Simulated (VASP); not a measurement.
# Hf (P6_3/mmc) in VASP: further runs

The runs below take Hf through single point, with PBE.

All numbers are computed with VASP 6.6.1; they aren't measurements. Logs are shortened: lines on timing, memory, paths and dates and some standing lists are left out, and cuts for length are marked.

### Step 1. The cell of the first run

It takes space group P6_3/mmc (No. 194, hexagonal). The conventional cell has a = 3.170 Å, b = 3.170 Å, c = 5.023 Å, α = 90.00°, β = 90.00°, γ = 120.00°. Hf (site symmetry -6m2) has 12 Hf at 3.11 to 3.17 Å within 4.1 Å.

### Step 2. Single point, PBE (volume scaled by 0.97, then relaxed in part)

File INCAR:

```
  PREC = Accurate
  ENCUT = 520
  EDIFF = 1E-6
  ISMEAR = 0
  SIGMA = 0.1
  LREAL = F
  LASPH = T
  NELM = 80
  ALGO = Fast
  ISIF = 2
  LWAVE = F
  LCHARG = T
  GGA = PE
  LELF = T
  LVHAR = T
  NBANDS = 17
```

File KPOINTS:

```
regular mesh
0
Gamma
  18 18 8
```

File POSCAR:

```
Hf
1.0
    3.1701095859      0.0000000000      0.0000000000
   -1.5850547930      2.7453954341      0.0000000000
    0.0000000000      0.0000000000      5.0230901885
Hf
2
Direct
    0.3333333333      0.6666666667      0.2500000000
    0.6666666667      0.3333333333      0.7500000000
```

Potentials or basis: VASP PAW PBE potentials, release 64 (Hf_pv).

Run with:

```
cat potpaw_PBE.64/Hf_pv/POTCAR > POTCAR
mpirun -np 1 vasp_std > vasp.out
```

OUTCAR:

```text
PREC = Accurate
   ENCUT = 520
   EDIFF = 1E-6
   ISMEAR = 0
   LREAL = F
   LASPH = T
   NELM = 80
   ISIF = 2
   GGA = PE

 ion  position               nearest neighbor table
   1  0.333  0.667  0.250-   2 3.11   2 3.11   2 3.11   2 3.11   2 3.11   2 3.11
   2  0.667  0.333  0.750-   1 3.11   1 3.11   1 3.11   1 3.11   1 3.11   1 3.11

  LATTYP: Found a hexagonal cell.
 ALAT       =     3.1701095859
 C/A-ratio  =     1.5845162612

  Lattice vectors:

 A1 = (   3.1701095859,   0.0000000000,   0.0000000000)
 A2 = (  -1.5850547930,   2.7453954341,   0.0000000000)
 A3 = (   0.0000000000,   0.0000000000,   5.0230901885)

Analysis of symmetry for initial positions (statically):
=====================================================================
 Subroutine PRICEL returns:
 Original cell was already a primitive cell.

 Routine SETGRP: Setting up the symmetry group for a
 hexagonal supercell.

 Subroutine GETGRP returns: Found 24 space group operations
 (whereof 12 operations were pure point group operations)
 out of a pool of 24 trial point group operations.

The static configuration has the point symmetry D_3d.
 The point group associated with its full space group is D_6h.

Analysis of symmetry for dynamics (positions and initial velocities):
=====================================================================
 Subroutine PRICEL returns:
 Original cell was already a primitive cell.

 Routine SETGRP: Setting up the symmetry group for a
 hexagonal supercell.

 Subroutine GETGRP returns: Found 24 space group operations
 (whereof 12 operations were pure point group operations)
 out of a pool of 24 trial point group operations.

The dynamic configuration has the point symmetry D_3d.
 The point group associated with its full space group is D_6h.

 Subroutine INISYM returns: Found 24 space group operations
 (whereof 12 operations are pure point group operations),
 and found     1 'primitive' translations

----------------------------------------------------------------------------------------

                                     Primitive cell

  volume of cell :      43.7170

  direct lattice vectors                    reciprocal lattice vectors
     3.170109586  0.000000000  0.000000000     0.315446508  0.182123127  0.000000000
    -1.585054793  2.745395434  0.000000000     0.000000000  0.364246253  0.000000000
     0.000000000  0.000000000  5.023090189     0.000000000  0.000000000  0.199080638

  length of vectors
     3.170109586  3.170109586  5.023090189     0.364246253  0.364246253  0.199080638

  position of ions in fractional coordinates (direct lattice)
     0.333333333  0.666666667  0.250000000
     0.666666667  0.333333333  0.750000000

  ion indices of the primitive-cell ions
   primitive index   ion index
                 1           1
                 2           2

----------------------------------------------------------------------------------------

 KPOINTS: regular mesh

Automatic generation of k-mesh.
 Grid dimensions read from file:
 generate k-points for:   18   18    8

 Generating k-lattice:

  Cartesian coordinates                     Fractional coordinates (reciprocal lattice)
     0.017524806  0.010117951  0.000000000     0.055555556  0.000000000  0.000000000
     0.000000000  0.020235903  0.000000000     0.000000000  0.055555556  0.000000000
     0.000000000  0.000000000  0.024885080     0.000000000  0.000000000  0.125000000

  Length of vectors
     0.020235903  0.020235903  0.024885080

  Shift w.r.t. Gamma in fractional coordinates (k-lattice)
     0.000000000  0.000000000  0.000000000

 Subroutine IBZKPT returns following result:
 ===========================================

 Found    185 irreducible k-points:

 Following reciprocal coordinates:
            Coordinates               Weight
  0.000000  0.000000  0.000000      1.000000
  0.055556 -0.000000  0.000000      6.000000
  0.111111 -0.000000  0.000000      6.000000
  0.166667 -0.000000  0.000000      6.000000
  0.222222 -0.000000  0.000000      6.000000
  0.277778 -0.000000  0.000000      6.000000
[... 16 lines left out ...]
  0.333333  0.111111  0.000000     12.000000
  0.388889  0.111111  0.000000     12.000000
 [... further k-points ...]
   k-points           NKPTS =    185   k-points in BZ     NKDIM =    185   number of bands    NBANDS=     17
   number of dos      NEDOS =    301   number of ions     NIONS =      2
   total plane-waves  NPLWV =  23040
   dimension x,y,z NGX =    24 NGY =   24 NGZ =   40
   dimension x,y,z NGXF=    48 NGYF=   48 NGZF=   80
   ions per type =               2
   NGX,Y,Z   is equivalent  to a cutoff of  12.59, 12.59, 13.24 a.u.
   NGXF,Y,Z  is equivalent  to a cutoff of  25.17, 25.17, 26.48 a.u.
 SYSTEM =  unknown system
   PREC   = accura    normal or accurate (medium, high low for compatibility)
   ISTART =      0    job   : 0-new  1-cont  2-samecut
   ICHARG =      2    charge: 1-file 2-atom 10-const
   ISPIN  =      1    spin polarized calculation?
   LNONCOLLINEAR =      F non collinear calculations
   LSORBIT =      F    spin-orbit coupling
   LASPH  =      T    aspherical Exc in radial PAW
   ENCUT  =  520.0 eV  38.22 Ry    6.18 a.u.   5.89  5.89  9.34*2*pi/ulx,y,z
   NELM   =     80;   NELMIN=  2; NELMDL= -5     # of ELM steps
   EDIFF  = 0.1E-05   stopping-criterion for ELM
   LREAL  =      F    real-space projection
   EDIFFG = 0.1E-04   stopping-criterion for IOM
   NSW    =      0    number of steps for IOM
   IBRION =     -1    ionic relax: 0-MD 1-quasi-New 2-CG
   NFREE  =      0    steps in history (QN), initial steepest desc. (CG)
   ISIF   =      2    stress and relaxation
   ISYM   =      2    0-nonsym 1-usesym 2-fastsym
   POTIM  = 0.5000    time-step for ionic-motion
   TEBEG  =    0.0;   TEEND  =   0.0 temperature during run
   PSTRESS=    0.0 pullay stress
   NELECT =      20.0000    total number of electrons
   NUPDOWN=      -1.0000    fix difference up-down
   EMIN   =  10.00;   EMAX   =-10.00  energy-range for DOS
   EFERMI =   0.00;   METHOD = LEGACY
   ISMEAR =     0;   SIGMA  =   0.10  broadening in eV -4-tet -1-fermi 0-gaus
   EFERMI_NEDOS =   21; number of points for ismear=-14 and -15
   IALGO  =     68    algorithm
   IMIX   =      4    mixing-type and parameters
     AMIX     =   0.40;   BMIX     =  1.00
     AMIX_MAG =   1.60;   BMIX_MAG =  1.00
  volume/ion in A,a.u.               =      21.86       147.51
  Fermi-wavevector in a.u.,A,eV,Ry     =   1.261444  2.383784 21.650161  1.591242
  Thomas-Fermi vector in A             =   2.394903
   LORBIT       =      0    0 simple, 1 ext, 2 COOP (PROOUT), +10 PAW based schemes
   GGA     = PE    functional components
   LHFCALC =     F    Hartree Fock is set to
   AEXX    =    0.0000 exact exchange contribution
   IVDW    =     0    specifies the selected vdW correction
   LEPSILON=     F    determine dielectric tensor
   LRPA    =     F    only Hartree local field effects (RPA)
 non-spin polarized calculation
 RMM-DIIS sequential band-by-band and
 Gauss-broadening in eV      SIGMA  =   0.10
  energy-cutoff  :      520.00
  volume of cell :       43.72
 maximum number of plane-waves:      1200
 NGX is ok and might be reduce to    24
   NGX = 11   NGY = 11   NGZ = 19

 number of electron      19.9999998 magnetization

 Free energy of the ion-electron system (eV)
  ---------------------------------------------------
  ext. energy  EPLUGINS =         0.00000000
  ---------------------------------------------------
  free energy    TOTEN  =       -19.84339686 eV

  energy without entropy =      -19.83679440  energy(sigma->0) =      -19.84009563

 E-fermi :   5.0969     XC(G=0): -11.3894

 val. band max:        5.0958237269   @ k =   0.2778   0.2778   0.2500
 cond. band min:       5.1222579125   @ k =   0.3333   0.2778   0.2500
 fundamental gap:      0.0264341856
 Fermi energy:         5.0968767196

 k-point     1 :       0.0000    0.0000    0.0000
  band No.  band energies     occupation
      1     -25.9781      2.00000
      2     -25.1757      2.00000
      3     -25.1757      2.00000
      4     -25.0444      2.00000
      5     -25.0394      2.00000
      6     -25.0394      2.00000
[... 9 lines left out ...]
     16       7.7805      0.00000
     17      10.5420      0.00000

 k-point     2 :       0.0556   -0.0000    0.0000
  band No.  band energies     occupation
      1     -25.9694      2.00000
      2     -25.1945      2.00000
      3     -25.1820      2.00000
      4     -25.0593      2.00000
      5     -25.0483      2.00000
      6     -25.0419      2.00000
[... 9 lines left out ...]
     16       7.6850      0.00000
     17      10.6232      0.00000

 k-point     3 :       0.1111   -0.0000    0.0000
  band No.  band energies     occupation
      1     -25.9439      2.00000
      2     -25.2485      2.00000
      3     -25.1999      2.00000
      4     -25.1158      2.00000
      5     -25.0601      2.00000
      6     -25.0493      2.00000
[... 9 lines left out ...]
     16       7.4559      0.00000
     17      10.8167      0.00000

 k-point     4 :       0.1667   -0.0000    0.0000
  band No.  band energies     occupation
      1     -25.9032      2.00000
      2     -25.3313      2.00000
      3     -25.2264      2.00000
      4     -25.2004      2.00000
      5     -25.0798      2.00000
      6     -25.0612      2.00000
[... 9 lines left out ...]
     16       7.8725      0.00000
     17      11.0513      0.00000
[... 343 lines left out ...]
      1     -25.7005      2.00000
      2     -25.6308      2.00000
      3     -25.5213      2.00000
      4     -25.3336      2.00000
      5     -25.1960      2.00000
      6     -25.1527      2.00000
[... 9 lines left out ...]
     16      10.4564      0.00000
     17      11.3678      0.00000

 k-point    23 :       0.3333    0.1111    0.0000
  band No.  band energies     occupation
      1     -25.7074      2.00000
      2     -25.6362      2.00000
      3     -25.5726      2.00000
      4     -25.3718      2.00000
      5     -25.2402      2.00000
      6     -25.1700      2.00000
[... 9 lines left out ...]
     16      11.2846      0.00000
     17      11.4236      0.00000

 k-point    24 :       0.3889    0.1111    0.0000
  band No.  band energies     occupation
      1     -25.7570      2.00000
      2     -25.6060      2.00000
      3     -25.5841      2.00000
      4     -25.3963      2.00000
      5     -25.2792      2.00000
      6     -25.1813      2.00000
[... 9 lines left out ...]
     16      11.4537      0.00000
     17      12.0163      0.00000

 [... further k-points ...]

------------------------ aborting loop because EDIFF is reached ----------------------------------------

  FORCE on cell =-STRESS in cart. coord.  units (eV):
  Direction    XX          YY          ZZ          XY          YZ          ZX
  --------------------------------------------------------------------------------------
  -------------------------------------------------------------------------------------
  Total        0.8640734      0.8640734      0.8130663     -0.0000000      0.0000000      0.0000000
  in kB       31.6673013     31.6673013     29.7979507     -0.0000000      0.0000000      0.0000000
  external PRESSURE =      31.0441844 kB  Pullay stress =       0.0000000 kB

 VOLUME and BASIS-vectors are now :
 -----------------------------------------------------------------------------
  energy-cutoff  :      520.00
  volume of cell :       43.72
      direct lattice vectors                 reciprocal lattice vectors
     3.170109586  0.000000000  0.000000000     0.315446508  0.182123127  0.000000000
    -1.585054793  2.745395434  0.000000000     0.000000000  0.364246253  0.000000000
     0.000000000  0.000000000  5.023090189     0.000000000  0.000000000  0.199080638

 POSITION                                       TOTAL-FORCE (eV/Angst)
 -----------------------------------------------------------------------------------
     -0.00000      1.83026      1.25577        -0.000000      0.000000      0.000000
      1.58505      0.91513      3.76732         0.000000     -0.000000      0.000000
 -----------------------------------------------------------------------------------
    total drift:                               -0.000000      0.000000     -0.000000

  FREE ENERGIE OF THE ION-ELECTRON SYSTEM (eV)
  ---------------------------------------------------
  free  energy   TOTEN  =       -19.8433968585 eV

  energy  without entropy=      -19.8367944045  energy(sigma->0) =      -19.84009563
```

Run time: 46 s. Hardware: 1 thread of Intel Xeon 6975P-C (Granite Rapids), shared host; peak memory 0.24 GiB.

What came out:

```
Free energy            : -19.8434 eV
Pressure               : 3.1 GPa
Band gap on the k mesh : zero (band 10 reaches 6.27 eV, above the bottom of band 11 at 4.68 eV)
```

Stress tensor (GPa, compression positive):
```
3.17 0.00 0.00
0.00 3.17 0.00
0.00 0.00 2.98
```

Caveat: the cell differs from its parent crystal (volume scaled by 0.97, then relaxed in part); spin-orbit coupling is left out, which moves the levels of the heavy elements.

### Step 3. Single point, PBE

This run uses another cell than the first one, of 22.53 Å³/atom, 1.031 times its volume.

File INCAR:

```
  PREC = Accurate
  ENCUT = 520
  EDIFF = 1E-7
  ISMEAR = 0
  SIGMA = 0.1
  LREAL = F
  LASPH = T
  NELM = 80
  ALGO = Fast
  ISIF = 2
  LWAVE = F
  LCHARG = F
  GGA = PE
  NBANDS = 17
```

KPOINTS is that of step 2.

File POSCAR:

```
Hf
1.0
    3.2042764946      0.0000000000      0.0000000000
   -1.6021382473      2.7749848451      0.0000000000
    0.0000000000      0.0000000000      5.0685977264
Hf
2
Direct
    0.3333333333      0.6666666667      0.2500000000
    0.6666666667      0.3333333333      0.7500000000
```

Potentials or basis: VASP PAW PBE potentials, release 64 (Hf_pv).

Run with:

```
cat potpaw_PBE.64/Hf_pv/POTCAR > POTCAR
mpirun -np 1 vasp_std > vasp.out
```

Run time: 57 s. Hardware: 1 thread of Intel Xeon 6975P-C (Granite Rapids), shared host; peak memory 0.24 GiB.

The run converged. Its results:

```
Free energy            : -19.8540 eV
Pressure               : -0.4 GPa
Band gap on the k mesh : zero (band 10 reaches 6.05 eV, above the bottom of band 11 at 4.45 eV)
```

Stress tensor (GPa, compression positive):
```
-0.41  0.00  0.00
 0.00 -0.41  0.00
 0.00  0.00 -0.51
```

Levels at points of the mesh, in eV from the Fermi level:
```
           k point  band 7  band 8  band 9  band 10  band 11  band 12  band 13  band 14
(0.00, 0.00, 0.00)   -7.37   -3.70    0.61     1.17     1.17     1.44     1.98     1.98
(0.50, 0.00, 0.00)   -3.35   -2.73   -2.22    -0.83     0.78     0.85     1.66     5.83
(0.00, 0.00, 0.50)   -5.40   -5.40    0.14     0.14     1.06     1.06     1.06     1.06
(0.50, 0.00, 0.50)   -3.39   -3.39   -0.98    -0.98     1.14     1.14     2.62     2.62
```

Caveat: spin-orbit coupling is left out, which moves the levels of the heavy elements.

(Continued in part 2 of 2.)
